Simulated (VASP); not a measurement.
A run of VASP 6.6.1 is set up as follows.

INCAR

```
ALGO = Normal
DIPOL = 0.5 0.5 0.500
EDIFF = 1E-6
ENCUT = 520
GGA = PE
IDIPOL = 3
ISIF = 2
ISMEAR = 0
IVDW = 12
LASPH = T
LCHARG = F
LDIPOL = T
LREAL = F
LWAVE = F
NBANDS = 11
NELM = 80
PREC = Accurate
SIGMA = 0.1
```

File KPOINTS:

```
k-points
0
Gamma
  21 21 1
```

File POSCAR:

```
C
1.0
    2.5660000000      0.0000000000      0.0000000000
   -1.2830000000      2.2222211861      0.0000000000
    0.0000000000      0.0000000000     26.0024170307
C
2
Direct
    0.6666666667      0.3333333333      0.5000000000
    0.3333333333      0.6666666667      0.5000000000
```

Potentials or basis: VASP PAW PBE potentials, release 64 (C).

Launch:

```sh
$ cat potpaw_PBE.64/C/POTCAR > POTCAR
$ mpirun -np 1 vasp_std > vasp.out
```

(1) Predict the band gap on the k mesh.

(2) Predict the dispersion energy per atom.

## Answers

(1) zero (filled and empty bands touch).

(2) -0.085 eV.
